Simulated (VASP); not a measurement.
# FePb (Pm-3m) in VASP: notebook

FePb is run at these levels: r2SCAN, PBE; tasks: single point, relaxation of cell and atoms.

Everything below comes from runs of VASP 6.6.1. Logs are shortened: lines on timing, memory, paths and dates and some standing lists are left out, and cuts for length are marked.

## (1) The cell of the first run

The structure is cubic, space group Pm-3m (No. 221). The conventional cell has a = 3.399 Å, b = 3.399 Å, c = 3.399 Å, α = 90.00°, β = 90.00°, γ = 90.00°. Fe (site symmetry m-3m) has 8 Pb at 2.94 Å and 6 Fe at 3.40 Å within 3.9 Å. Within 3.9 Å of Pb (site symmetry m-3m) lie 8 Fe at 2.94 Å and 6 Pb at 3.40 Å.

## (2) Single point, r2SCAN, collinear spin, ferromagnetic start

Contents of POSCAR:

```
FePb
1.0
    3.3986417989      0.0000000000      0.0000000000
    0.0000000000      3.3986417989      0.0000000000
    0.0000000000      0.0000000000      3.3986417989
Fe Pb
1 1
Direct
    0.0000000000      0.0000000000      0.0000000000
    0.5000000000      0.5000000000      0.5000000000
```

Contents of INCAR.step1:

```
ALGO = Normal ; EDIFF = 1E-4
ENCUT = 520 ; GGA = PE
ISMEAR = 0 ; ISPIN = 2
LASPH = True ; LCHARG = False
LMAXMIX = 4 ; LREAL = False
LWAVE = True ; MAGMOM = 3 0
NBANDS = 22 ; NELM = 150
PREC = Accurate ; SIGMA = 0.1
```

Contents of INCAR.step2:

```
ALGO = Normal ; EDIFF = 1E-6
ENCUT = 520 ; ISIF = 2
ISMEAR = 0 ; ISPIN = 2
ISTART = 1 ; LASPH = True
LCHARG = True ; LELF = True
LMAXMIX = 4 ; LMIXTAU = True
LORBIT = 11 ; LREAL = False
LVHAR = True ; LWAVE = False
MAGMOM = 3 0 ; METAGGA = R2SCAN
NBANDS = 22 ; NELM = 150
PREC = Accurate ; SIGMA = 0.1
```

Contents of KPOINTS:

```
k-points
0
Gamma
  12 12 12
```

Potentials or basis: VASP PAW PBE potentials, release 64 (Fe, Pb_d).

Launch:

```console
cat potpaw_PBE.64/Fe/POTCAR potpaw_PBE.64/Pb_d/POTCAR > POTCAR
cp INCAR.step1 INCAR
mpirun -np 1 vasp_std > vasp.out
cp INCAR.step2 INCAR
mpirun -np 1 vasp_std > vasp.out
```

OUTCAR:

```text
EDIFF = 1E-6
   ENCUT = 520
   ISIF = 2
   ISMEAR = 0
   ISPIN = 2
   ISTART = 1
   LASPH = True
   LORBIT = 11
   LREAL = False
   METAGGA = R2SCAN
   NELM = 150
   PREC = Accurate

 ion  position               nearest neighbor table
   1  0.000  0.000  0.000-   2 2.94   2 2.94   2 2.94   2 2.94   2 2.94   2 2.94   2 2.94   2 2.94

   2  0.500  0.500  0.500-   1 2.94   1 2.94   1 2.94   1 2.94   1 2.94   1 2.94   1 2.94   1 2.94

  LATTYP: Found a simple cubic cell.
 ALAT       =     3.3986417989

  Lattice vectors:

 A1 = (   3.3986417989,   0.0000000000,   0.0000000000)
 A2 = (   0.0000000000,   3.3986417989,   0.0000000000)
 A3 = (   0.0000000000,   0.0000000000,   3.3986417989)

Analysis of symmetry for initial positions (statically):
=====================================================================
 Subroutine PRICEL returns:
 Original cell was already a primitive cell.

 Routine SETGRP: Setting up the symmetry group for a
 simple cubic supercell.

 Subroutine GETGRP returns: Found 48 space group operations
 (whereof 48 operations were pure point group operations)
 out of a pool of 48 trial point group operations.

The static configuration has the point symmetry O_h .

Analysis of symmetry for dynamics (positions and initial velocities):
=====================================================================
 Subroutine PRICEL returns:
 Original cell was already a primitive cell.

 Routine SETGRP: Setting up the symmetry group for a
 simple cubic supercell.

 Subroutine GETGRP returns: Found 48 space group operations
 (whereof 48 operations were pure point group operations)
 out of a pool of 48 trial point group operations.

The dynamic configuration has the point symmetry O_h .

Analysis of structural, dynamic, and magnetic symmetry:
=====================================================================
 Subroutine PRICEL returns:
 Original cell was already a primitive cell.

 Routine SETGRP: Setting up the symmetry group for a
 simple cubic supercell.

 Subroutine GETGRP returns: Found 48 space group operations
 (whereof 48 operations were pure point group operations)
 out of a pool of 48 trial point group operations.

The overall configuration has the point symmetry O_h .

 Subroutine INISYM returns: Found 48 space group operations
 (whereof 48 operations are pure point group operations),
 and found     1 'primitive' translations

----------------------------------------------------------------------------------------

                                     Primitive cell

  volume of cell :      39.2569

  direct lattice vectors                    reciprocal lattice vectors
     3.398641799  0.000000000  0.000000000     0.294235185  0.000000000  0.000000000
     0.000000000  3.398641799  0.000000000     0.000000000  0.294235185  0.000000000
     0.000000000  0.000000000  3.398641799     0.000000000  0.000000000  0.294235185

  length of vectors
     3.398641799  3.398641799  3.398641799     0.294235185  0.294235185  0.294235185

  position of ions in fractional coordinates (direct lattice)
     0.000000000  0.000000000  0.000000000
     0.500000000  0.500000000  0.500000000

  ion indices of the primitive-cell ions
   primitive index   ion index
                 1           1
                 2           2

----------------------------------------------------------------------------------------

 KPOINTS: k-points

Automatic generation of k-mesh.
 Grid dimensions read from file:
 generate k-points for:   12   12   12

 Generating k-lattice:

  Cartesian coordinates                     Fractional coordinates (reciprocal lattice)
     0.024519599  0.000000000  0.000000000     0.083333333  0.000000000  0.000000000
     0.000000000  0.024519599  0.000000000     0.000000000  0.083333333  0.000000000
     0.000000000  0.000000000  0.024519599     0.000000000  0.000000000  0.083333333

  Length of vectors
     0.024519599  0.024519599  0.024519599

  Shift w.r.t. Gamma in fractional coordinates (k-lattice)
     0.000000000  0.000000000  0.000000000

 Subroutine IBZKPT returns following result:
 ===========================================

 Found     84 irreducible k-points:

 Following reciprocal coordinates:
            Coordinates               Weight
  0.000000  0.000000  0.000000      1.000000
  0.083333  0.000000  0.000000      6.000000
  0.166667  0.000000  0.000000      6.000000
  0.250000  0.000000  0.000000      6.000000
  0.333333  0.000000  0.000000      6.000000
  0.416667  0.000000  0.000000      6.000000
[... 16 lines left out ...]
  0.333333  0.333333  0.000000     12.000000
  0.416667  0.333333  0.000000     24.000000
 [... further k-points ...]
   k-points           NKPTS =     84   k-points in BZ     NKDIM =     84   number of bands    NBANDS=     22
   number of dos      NEDOS =    301   number of ions     NIONS =      2
   total plane-waves  NPLWV =  21952
   dimension x,y,z NGX =    28 NGY =   28 NGZ =   28
   dimension x,y,z NGXF=    56 NGYF=   56 NGZF=   56
   ions per type =               1   1
   NGX,Y,Z   is equivalent  to a cutoff of  13.70, 13.70, 13.70 a.u.
   NGXF,Y,Z  is equivalent  to a cutoff of  27.39, 27.39, 27.39 a.u.
 SYSTEM =  unknown system
   PREC   = accura    normal or accurate (medium, high low for compatibility)
   ISTART =      1    job   : 0-new  1-cont  2-samecut
   ICHARG =      0    charge: 1-file 2-atom 10-const
   ISPIN  =      2    spin polarized calculation?
   LNONCOLLINEAR =      F non collinear calculations
   LSORBIT =      F    spin-orbit coupling
   LASPH  =      T    aspherical Exc in radial PAW
   ENCUT  =  520.0 eV  38.22 Ry    6.18 a.u.   6.32  6.32  6.32*2*pi/ulx,y,z
   NELM   =    150;   NELMIN=  2; NELMDL=  0     # of ELM steps
   EDIFF  = 0.1E-05   stopping-criterion for ELM
   LREAL  =      F    real-space projection
   EDIFFG = 0.1E-04   stopping-criterion for IOM
   NSW    =      0    number of steps for IOM
   IBRION =     -1    ionic relax: 0-MD 1-quasi-New 2-CG
   NFREE  =      0    steps in history (QN), initial steepest desc. (CG)
   ISIF   =      2    stress and relaxation
   ISYM   =      2    0-nonsym 1-usesym 2-fastsym
   POTIM  = 0.5000    time-step for ionic-motion
   TEBEG  =    0.0;   TEEND  =   0.0 temperature during run
   PSTRESS=    0.0 pullay stress
   NELECT =      22.0000    total number of electrons
   NUPDOWN=      -1.0000    fix difference up-down
   EMIN   =  10.00;   EMAX   =-10.00  energy-range for DOS
   EFERMI =   0.00;   METHOD = LEGACY
   ISMEAR =     0;   SIGMA  =   0.10  broadening in eV -4-tet -1-fermi 0-gaus
   EFERMI_NEDOS =   21; number of points for ismear=-14 and -15
   IALGO  =     38    algorithm
   IMIX   =      4    mixing-type and parameters
     AMIX     =   0.40;   BMIX     =  1.00
     AMIX_MAG =   1.60;   BMIX_MAG =  1.00
  volume/ion in A,a.u.               =      19.63       132.46
  Fermi-wavevector in a.u.,A,eV,Ry     =   1.349720  2.550601 24.786331  1.821744
  Thomas-Fermi vector in A             =   2.477284
   LORBIT       =     11    0 simple, 1 ext, 2 COOP (PROOUT), +10 PAW based schemes
   METAGGA = R2SCAN    functional components
   LHFCALC =     F    Hartree Fock is set to
   AEXX    =    0.0000 exact exchange contribution
   IVDW    =     0    specifies the selected vdW correction
   LEPSILON=     F    determine dielectric tensor
   LRPA    =     F    only Hartree local field effects (RPA)
 spin polarized calculation
 Gauss-broadening in eV      SIGMA  =   0.10
  energy-cutoff  :      520.00
  volume of cell :       39.26
 maximum number of plane-waves:      1074
 NGX is ok and might be reduce to    28
   NGX = 13   NGY = 13   NGZ = 13

 number of electron      21.9999992 magnetization       2.8907359

 Free energy of the ion-electron system (eV)
  ---------------------------------------------------
  ext. energy  EPLUGINS =         0.00000000
  ---------------------------------------------------
  free energy    TOTEN  =       -69.17188687 eV

  energy without entropy =      -69.16121937  energy(sigma->0) =      -69.16655312

 E-fermi :   7.8441     XC(G=0): -12.3727

 val. band max:        7.8435013025   @ k =   0.4167   0.2500   0.0833
 cond. band min:       7.8772549646   @ k =   0.5000   0.2500   0.0833
 fundamental gap:      0.0337536622
 Fermi energy:         7.8441186440

 spin component 1

 k-point     1 :       0.0000    0.0000    0.0000
  band No.  band energies     occupation
      1      -9.8898      1.00000
      2      -9.8898      1.00000
      3      -9.5114      1.00000
      4      -9.5114      1.00000
      5      -9.5114      1.00000
      6      -4.6373      1.00000
[... 14 lines left out ...]
     21      24.6091      0.00000
     22      24.6091      0.00000

 k-point     2 :       0.0833    0.0000    0.0000
  band No.  band energies     occupation
      1      -9.8876      1.00000
      2      -9.8678      1.00000
      3      -9.5193      1.00000
      4      -9.5193      1.00000
      5      -9.5101      1.00000
      6      -4.5400      1.00000
[... 14 lines left out ...]
     21      23.6636      0.00000
     22      24.2015      0.00000

 k-point     3 :       0.1667    0.0000    0.0000
  band No.  band energies     occupation
      1      -9.8814      1.00000
      2      -9.8081      1.00000
      3      -9.5410      1.00000
      4      -9.5410      1.00000
      5      -9.5067      1.00000
      6      -4.2493      1.00000
[... 14 lines left out ...]
     21      21.9445      0.00000
     22      24.3410      0.00000
[... 476 lines left out ...]
 k-point    23 :       0.3333    0.3333    0.0000
  band No.  band energies     occupation
      1      -9.7531      1.00000
      2      -9.7353      1.00000
      3      -9.5983      1.00000
      4      -9.5927      1.00000
      5      -9.4758      1.00000
      6      -1.8593      1.00000
[... 14 lines left out ...]
     21      24.2921      0.00000
     22      24.7272      0.00000

 k-point    24 :       0.4167    0.3333    0.0000
  band No.  band energies     occupation
      1      -9.7693      1.00000
      2      -9.7387      1.00000
      3      -9.6192      1.00000
      4      -9.5944      1.00000
      5      -9.4197      1.00000
      6      -1.3405      1.00000
[... 14 lines left out ...]
     21      24.0043      0.00000
     22      24.6426      0.00000

 [... further k-points ...]

 spin component 2

 k-point     1 :       0.0000    0.0000    0.0000
  band No.  band energies     occupation
      1      -9.8951      1.00000
      2      -9.8951      1.00000
      3      -9.5079      1.00000
      4      -9.5079      1.00000
      5      -9.5079      1.00000
      6      -4.8430      1.00000
[... 14 lines left out ...]
     21      25.5158      0.00000
     22      25.5159      0.00000

 k-point     2 :       0.0833    0.0000    0.0000
  band No.  band energies     occupation
      1      -9.8926      1.00000
      2      -9.8727      1.00000
      3      -9.5163      1.00000
      4      -9.5163      1.00000
      5      -9.5067      1.00000
      6      -4.7449      1.00000
[... 14 lines left out ...]
     21      24.4030      0.00000
     22      24.9762      0.00000

 k-point     3 :       0.1667    0.0000    0.0000
  band No.  band energies     occupation
      1      -9.8859      1.00000
      2      -9.8122      1.00000
      3      -9.5394      1.00000
      4      -9.5394      1.00000
      5      -9.5036      1.00000
      6      -4.4520      1.00000
[... 14 lines left out ...]
     21      22.5740      0.00000
     22      24.7030      0.00000
[... 476 lines left out ...]
 k-point    23 :       0.3333    0.3333    0.0000
  band No.  band energies     occupation
      1      -9.7561      1.00000
      2      -9.7430      1.00000
      3      -9.5981      1.00000
      4      -9.5942      1.00000
      5      -9.4716      1.00000
      6      -1.9854      1.00000
[... 14 lines left out ...]
     21      24.3713      0.00000
     22      25.3298      0.00000

 k-point    24 :       0.4167    0.3333    0.0000
  band No.  band energies     occupation
      1      -9.7806      1.00000
      2      -9.7394      1.00000
      3      -9.6205      1.00000
      4      -9.5948      1.00000
      5      -9.4139      1.00000
      6      -1.4141      1.00000
[... 14 lines left out ...]
     21      24.5421      0.00000
     22      25.1792      0.00000

 [... further k-points ...]
[... 5 lines left out ...]
  --------------------------------------------------------------------------------------
  -------------------------------------------------------------------------------------
  Total        0.1810467      0.1810467      0.1810467     -0.0000000     -0.0000000      0.0000000
  in kB        7.3889873      7.3889873      7.3889873     -0.0000000     -0.0000000      0.0000000
  external PRESSURE =       7.3889873 kB  Pullay stress =       0.0000000 kB

 VOLUME and BASIS-vectors are now :
 -----------------------------------------------------------------------------
  energy-cutoff  :      520.00
  volume of cell :       39.26
      direct lattice vectors                 reciprocal lattice vectors
     3.398641799  0.000000000  0.000000000     0.294235185  0.000000000  0.000000000
     0.000000000  3.398641799  0.000000000     0.000000000  0.294235185  0.000000000
     0.000000000  0.000000000  3.398641799     0.000000000  0.000000000  0.294235185

 POSITION                                       TOTAL-FORCE (eV/Angst)
 -----------------------------------------------------------------------------------
      0.00000      0.00000      0.00000         0.000000      0.000000      0.000000
      1.69932      1.69932      1.69932         0.000000      0.000000      0.000000
 -----------------------------------------------------------------------------------
    total drift:                                0.000000      0.000000      0.000000

  FREE ENERGIE OF THE ION-ELECTRON SYSTEM (eV)
  ---------------------------------------------------
  free  energy   TOTEN  =       -69.1718868738 eV

  energy  without entropy=      -69.1612193725  energy(sigma->0) =      -69.16655312

 total charge

# of ion       s       p       d       tot
------------------------------------------
    1        0.342   0.276   6.153   6.772
    2        1.311   0.982   9.815  12.108
--------------------------------------------------
tot          1.653   1.258  15.968  18.880

 magnetization (x)

# of ion       s       p       d       tot
------------------------------------------
    1        0.047   0.010   3.007   3.063
    2        0.034  -0.097   0.000  -0.063
--------------------------------------------------
tot          0.081  -0.087   3.007   3.001
```

Run time: 4.6 min. Hardware: 1 thread of Intel Xeon 6975P-C (Granite Rapids), shared host; peak memory 0.26 GiB.

What came out:

| Quantity | Value |
| --- | --- |
| Free energy | -69.1719 eV |
| Pressure | 0.7 GPa |
| Net moment | 2.89 μB per cell |
| Site moments | Fe +3.06; Pb -0.06 μB |
| Valence electrons inside the program's atomic spheres | Fe 6.77; Pb 12.11 |

Caveat: the PAW data sets were made with another functional, which shifts forces and pressure a little; spin-orbit coupling is left out, which moves the levels of the heavy elements.

[end of part 1 of 2]
